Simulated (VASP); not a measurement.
# I (Fmmm) in VASP: settings compared, part 2 of 2

VASP 6.6.1.

### Step 5. Single point, LDA (volume scaled by 0.96)

File INCAR:

```
SYSTEM = I
PREC = Accurate ; ENCUT = 520
EDIFF = 1E-7 ; ISMEAR = -1
SIGMA = 0.05 ; LREAL = .False.
LASPH = .True. ; NELM = 80
ALGO = Normal ; ISIF = 2
LWAVE = .False. ; LCHARG = .True.
LELF = .True. ; LVHAR = .True.
NBANDS = 10
```

File KPOINTS:

```
Automatic mesh
0
Gamma
  9 9 9
  0 0 0
```

File POSCAR:

```
I
1.0
    0.0000000000      2.3336289500      3.8569979773
    2.1626168959      0.0000000000      3.8569979773
    2.1626168959      2.3336289500      0.0000000000
I
1
Direct
    0.0000000000      0.0000000000      0.0000000000
```

Potentials or basis: VASP PAW LDA potentials, release 64 (I).

Command:

```bash
cat potpaw_LDA.64/I/POTCAR > POTCAR
mpirun -np 1 vasp_std > vasp.out
```

OUTCAR:

```text
SYSTEM = I
   PREC = Accurate
   ENCUT = 520
   EDIFF = 1E-7
   ISMEAR = -1
   LREAL = .False.
   LASPH = .True.
   NELM = 80
   ISIF = 2

 ion  position               nearest neighbor table
   1  0.000  0.000  0.000-

  LATTYP: Found a face centered orthorhombic cell.
 ALAT       =     4.3252337918
 B/A-ratio  =     1.0790764441
 C/A-ratio  =     1.7834864717

  Lattice vectors:

 A1 = (   0.0000000000,   2.3336289500,   3.8569979773)
 A2 = (   2.1626168959,   0.0000000000,   3.8569979773)
 A3 = (   2.1626168959,   2.3336289500,   0.0000000000)

[... 482 lines left out ...]
      3       4.3944      0.00001
      4       4.6892      0.00000
      5      10.7173      0.00000
      6      11.0517      0.00000
      7      14.1397      0.00000
      8      18.7781      0.00000
      9      18.9309      0.00000
     10      19.1117      0.00000

 [... further k-points ...]
[... 5 lines left out ...]
  --------------------------------------------------------------------------------------
  -------------------------------------------------------------------------------------
  Total       -0.3280633     -0.3718931     -0.2617933      0.0000000      0.0000000      0.0000000
  in kB      -13.5013574    -15.3051621    -10.7740350      0.0000000      0.0000000      0.0000000
  external PRESSURE =     -13.1935182 kB  Pullay stress =       0.0000000 kB

 VOLUME and BASIS-vectors are now :
 -----------------------------------------------------------------------------
  energy-cutoff  :      520.00
  volume of cell :       38.93
      direct lattice vectors                 reciprocal lattice vectors
     0.000000000  2.333628950  3.856997977    -0.231201375  0.214258569  0.129634499
     2.162616896  0.000000000  3.856997977     0.231201375 -0.214258569  0.129634499
     2.162616896  2.333628950  0.000000000     0.231201375  0.214258569 -0.129634499

 POSITION                                       TOTAL-FORCE (eV/Angst)
 -----------------------------------------------------------------------------------
      0.00000      0.00000      0.00000         0.000000      0.000000      0.000000
 -----------------------------------------------------------------------------------
    total drift:                                0.000000      0.000000      0.000000

  FREE ENERGIE OF THE ION-ELECTRON SYSTEM (eV)
  ---------------------------------------------------
  free  energy   TOTEN  =        -1.9360922444 eV

  energy  without entropy=       -1.9314098251  energy(sigma->0) =       -1.93375103
```

OSZICAR:

```text
N       E                     dE             d eps       ncg     rms          rms(c)
DAV:   1     0.204152653339E+02    0.20415E+02   -0.24067E+03  2508   0.491E+02
DAV:   2    -0.105395530294E+01   -0.21469E+02   -0.20877E+02  3246   0.840E+01
DAV:   3    -0.196351005778E+01   -0.90955E+00   -0.90632E+00  3140   0.177E+01
DAV:   4    -0.197145754032E+01   -0.79475E-02   -0.79468E-02  3140   0.203E+00
DAV:   5    -0.197157409655E+01   -0.11656E-03   -0.11656E-03  3104   0.225E-01    0.534E+00
DAV:   6    -0.194618114927E+01    0.25393E-01   -0.19282E-02  2762   0.643E-01    0.328E+00
DAV:   7    -0.193629107348E+01    0.98901E-02   -0.37889E-02  2738   0.919E-01    0.169E-01
DAV:   8    -0.193609281981E+01    0.19825E-03   -0.18829E-03  2752   0.262E-01    0.356E-02
DAV:   9    -0.193609252756E+01    0.29225E-06   -0.28214E-05  3152   0.381E-02    0.142E-02
DAV:  10    -0.193609223680E+01    0.29076E-06   -0.14106E-06  3220   0.647E-03    0.343E-03
DAV:  11    -0.193609224439E+01   -0.75922E-08   -0.14536E-07  2802   0.206E-03
   1 F= -.19360922E+01 E0= -.19337510E+01  d E =-.468242E-02
```

stdout:

```text
POSCAR found type information on POSCAR I
 POSCAR found :  1 types and       1 ions
 scaLAPACK will be used
 LDA part: xc-table for (Slater(with rela. corr.)+CA(PZ))
 , standard interpolation
 POSCAR, INCAR and KPOINTS ok, starting setup
 FFT: planning ... GRIDC
 FFT: planning ... GRID_SOFT
 FFT: planning ... GRID
 WAVECAR not read
 entering main loop
```

Wall time 26 s (1 thread of Intel Xeon 6975P-C, shared host); peak memory 0.18 GiB.

What came out:

- Free energy: -1.9361 eV
- Pressure: -1.3 GPa

Caveat: spin-orbit coupling is left out, which moves the levels of the heavy elements; an odd number of electrons without spin polarisation forces a metal; a magnetic or distorted state may lie lower.

### Step 6. Single point, LDA (volume scaled by 0.98)

File INCAR:

```
  ALGO = Normal
  EDIFF = 1E-7
  ENCUT = 520
  GGA = CA
  ISIF = 2
  ISMEAR = -1
  LASPH = T
  LCHARG = F
  LREAL = F
  LWAVE = F
  NBANDS = 10
  NELM = 100
  PREC = Accurate
  SIGMA = 0.05
```

File KPOINTS:

```
k-points
0
Gamma
  9 9 9
```

File POSCAR:

```
I
1.0
    0.0000000000      2.3497234514      3.8835988039
    2.1775319666      0.0000000000      3.8835988039
    2.1775319666      2.3497234514      0.0000000000
I
1
Direct
    0.0000000000      0.0000000000      0.0000000000
```

Potentials or basis: VASP PAW LDA potentials, release 64 (I).

Command:

```bash
cat potpaw_LDA.64/I/POTCAR > POTCAR
mpirun -np 1 vasp_std > vasp.out
```

OUTCAR:

```text
EDIFF = 1E-7
   ENCUT = 520
   GGA = CA
   ISIF = 2
   ISMEAR = -1
   LASPH = T
   LREAL = F
   NELM = 100
   PREC = Accurate

 ion  position               nearest neighbor table
   1  0.000  0.000  0.000-

  LATTYP: Found a face centered orthorhombic cell.
 ALAT       =     4.3550639332
 B/A-ratio  =     1.0790764441
 C/A-ratio  =     1.7834864716

  Lattice vectors:

 A1 = (   0.0000000000,   2.3497234514,   3.8835988039)
 A2 = (   2.1775319666,   0.0000000000,   3.8835988039)
 A3 = (   2.1775319666,   2.3497234514,   0.0000000000)

Analysis of symmetry for initial positions (statically):
=====================================================================
 Subroutine PRICEL returns:
 Original cell was already a primitive cell.

 Routine SETGRP: Setting up the symmetry group for a
 face centered orthorhombic supercell.

 Subroutine GETGRP returns: Found  8 space group operations
 (whereof  8 operations were pure point group operations)
 out of a pool of  8 trial point group operations.

The static configuration has the point symmetry D_2h.

Analysis of symmetry for dynamics (positions and initial velocities):
=====================================================================
 Subroutine PRICEL returns:
 Original cell was already a primitive cell.

 Routine SETGRP: Setting up the symmetry group for a
 face centered orthorhombic supercell.

 Subroutine GETGRP returns: Found  8 space group operations
 (whereof  8 operations were pure point group operations)
 out of a pool of  8 trial point group operations.

The dynamic configuration has the point symmetry D_2h.

 Subroutine INISYM returns: Found  8 space group operations
 (whereof  8 operations are pure point group operations),
 and found     1 'primitive' translations

----------------------------------------------------------------------------------------

                                     Primitive cell
[... 106 lines left out ...]
   IALGO  =     38    algorithm
   IMIX   =      4    mixing-type and parameters
     AMIX     =   0.40;   BMIX     =  1.00
     AMIX_MAG =   1.60;   BMIX_MAG =  1.00
  volume/ion in A,a.u.               =      39.74       268.19
  Fermi-wavevector in a.u.,A,eV,Ry     =   0.917682  1.734168 11.458018  0.842141
  Thomas-Fermi vector in A             =   2.042679
   LORBIT       =      0    0 simple, 1 ext, 2 COOP (PROOUT), +10 PAW based schemes
   GGA     = CA    functional components
   LHFCALC =     F    Hartree Fock is set to
   AEXX    =    0.0000 exact exchange contribution
   IVDW    =     0    specifies the selected vdW correction
   LEPSILON=     F    determine dielectric tensor
   LRPA    =     F    only Hartree local field effects (RPA)
 non-spin polarized calculation
  energy-cutoff  :      520.00
  volume of cell :       39.74
 maximum number of plane-waves:      1088
 NGX is ok and might be reduce to    36
   NGX = 17   NGY = 17   NGZ = 11

 number of electron       6.9999999 magnetization

 Free energy of the ion-electron system (eV)
  ---------------------------------------------------
  ext. energy  EPLUGINS =         0.00000000
  ---------------------------------------------------
  free energy    TOTEN  =        -1.92806449 eV

  energy without entropy =       -1.92309301  energy(sigma->0) =       -1.92557875

 E-fermi :   3.5392     XC(G=0):  -8.6866

 val. band max:        3.5362333485   @ k =  -0.2222   0.0000   0.1111
 cond. band min:       3.5747924708   @ k =  -0.1111   0.1111   0.1111
 fundamental gap:      0.0385591223
 Fermi energy:         3.5391848808

 k-point     1 :       0.0000    0.0000    0.0000
  band No.  band energies     occupation
      1     -10.4853      2.00000
      2       1.5904      2.00000
      3       4.3538      0.00000
      4       4.6211      0.00000
      5       7.7784      0.00000
      6      11.0535      0.00000
      7      11.7282      0.00000
      8      15.6566      0.00000
      9      15.7844      0.00000
     10      15.9590      0.00000
[... 287 lines left out ...]
 k-point    24 :       0.4444    0.4444    0.0000
  band No.  band energies     occupation
      1     -10.2262      2.00000
      2      -0.6369      2.00000
      3       4.1221      0.00002
      4       4.4099      0.00000
      5      10.5055      0.00000
      6      10.7717      0.00000
      7      13.7710      0.00000
      8      18.4049      0.00000
      9      18.5890      0.00000
     10      18.7671      0.00000

 [... further k-points ...]
[... 5 lines left out ...]
  --------------------------------------------------------------------------------------
  -------------------------------------------------------------------------------------
  Total       -0.5124504     -0.5919353     -0.2724214     -0.0000000      0.0000000      0.0000000
  in kB      -20.6593570    -23.8637785    -10.9826261     -0.0000000      0.0000000      0.0000000
  external PRESSURE =     -18.5019205 kB  Pullay stress =       0.0000000 kB

 VOLUME and BASIS-vectors are now :
 -----------------------------------------------------------------------------
  energy-cutoff  :      520.00
  volume of cell :       39.74
      direct lattice vectors                 reciprocal lattice vectors
     0.000000000  2.349723451  3.883598804    -0.229617754  0.212790999  0.128746563
     2.177531967  0.000000000  3.883598804     0.229617754 -0.212790999  0.128746563
     2.177531967  2.349723451  0.000000000     0.229617754  0.212790999 -0.128746563

 POSITION                                       TOTAL-FORCE (eV/Angst)
 -----------------------------------------------------------------------------------
      0.00000      0.00000      0.00000         0.000000     -0.000000      0.000000
 -----------------------------------------------------------------------------------
    total drift:                                0.000000      0.000000      0.000000

  FREE ENERGIE OF THE ION-ELECTRON SYSTEM (eV)
  ---------------------------------------------------
  free  energy   TOTEN  =        -1.9280644909 eV

  energy  without entropy=       -1.9230930095  energy(sigma->0) =       -1.92557875
```

OSZICAR:

```text
N       E                     dE             d eps       ncg     rms          rms(c)
DAV:   1     0.200746491498E+02    0.20075E+02   -0.23667E+03  2500   0.486E+02
DAV:   2    -0.103522311415E+01   -0.21110E+02   -0.20287E+02  3250   0.838E+01
DAV:   3    -0.195589627475E+01   -0.92067E+00   -0.91500E+00  3122   0.177E+01
DAV:   4    -0.196462991876E+01   -0.87336E-02   -0.87322E-02  3246   0.210E+00
DAV:   5    -0.196475423058E+01   -0.12431E-03   -0.12431E-03  3098   0.224E-01    0.508E+00
DAV:   6    -0.193851328154E+01    0.26241E-01   -0.19996E-02  2764   0.652E-01    0.313E+00
DAV:   7    -0.192826409330E+01    0.10249E-01   -0.39010E-02  2740   0.930E-01    0.177E-01
DAV:   8    -0.192806540537E+01    0.19869E-03   -0.19070E-03  2730   0.264E-01    0.388E-02
DAV:   9    -0.192806470134E+01    0.70403E-06   -0.29312E-05  3162   0.385E-02    0.139E-02
DAV:  10    -0.192806447668E+01    0.22466E-06   -0.13547E-06  3158   0.636E-03    0.382E-03
DAV:  11    -0.192806449093E+01   -0.14247E-07   -0.13536E-07  2814   0.205E-03
   1 F= -.19280645E+01 E0= -.19255788E+01  d E =-.497148E-02
```

stdout:

```text
POSCAR found type information on POSCAR I
 POSCAR found :  1 types and       1 ions
 scaLAPACK will be used
 LDA part: xc-table for (Slater(with rela. corr.)+CA(PZ))
 , standard interpolation
 POSCAR, INCAR and KPOINTS ok, starting setup
 FFT: planning ... GRIDC
 FFT: planning ... GRID_SOFT
 FFT: planning ... GRID
 WAVECAR not read
 entering main loop
```

It took 27 s on 1 thread of Intel Xeon 6975P-C, shared host; peak memory 0.18 GiB.

Results:

```
Free energy : -1.9281 eV
Pressure    : -1.9 GPa
```

Levels at points of the mesh, in eV from the Fermi level:
```tsv
k point	band 2	band 3	band 4	band 5	band 6	band 7
(0.00, 0.00, 0.00)	-1.95	0.81	1.08	4.24	7.51	8.19
```

Caveat: spin-orbit coupling is left out, which moves the levels of the heavy elements; an odd number of electrons without spin polarisation forces a metal; a magnetic or distorted state may lie lower.

### Step 7. The runs side by side

| level | potentials or basis | cell | gap on the mesh (eV) | pressure (GPa) |
| --- | --- | --- | --- | --- |
| PBEsol | VASP PAW PBE potentials, release 64 (I) | a = 4.539, b = 4.452, c = 3.204 Å, angles 70.6, 67.7, 41.7°, 1 atom | none | -0.9 |
| PBE+D3(BJ) | VASP PAW PBE potentials, release 64 (I) | a = 4.570, b = 4.482, c = 3.225 Å, angles 70.6, 67.7, 41.7°, 1 atom | none | -1.0 |
| revPBE | VASP PAW PBE potentials, release 64 (I) | a = 4.570, b = 4.482, c = 3.225 Å, angles 70.6, 67.7, 41.7°, 1 atom | none | 1.4 |
| LDA | VASP PAW LDA potentials, release 64 (I) | a = 4.508, b = 4.422, c = 3.182 Å, angles 70.6, 67.7, 41.7°, 1 atom | none | -1.3 |
| LDA | VASP PAW LDA potentials, release 64 (I) | a = 4.539, b = 4.452, c = 3.204 Å, angles 70.6, 67.7, 41.7°, 1 atom | none | -1.9 |

Alike in all rows: task single point; no spin polarisation; k mesh 9 × 9 × 9; cutoff (eV) 520; smearing fermi-dirac 0.05 eV.

Caveats: spin-orbit coupling is left out, which moves the levels of the heavy elements; an odd number of electrons without spin polarisation forces a metal; a magnetic or distorted state may lie lower; the PAW data sets were made with another functional, which shifts forces and pressure a little (some runs); pairwise dispersion overbinds metals, which lowers pressure and volume (some runs).

Total energies depend on the potentials used, so only differences within one code and one set of settings carry meaning.
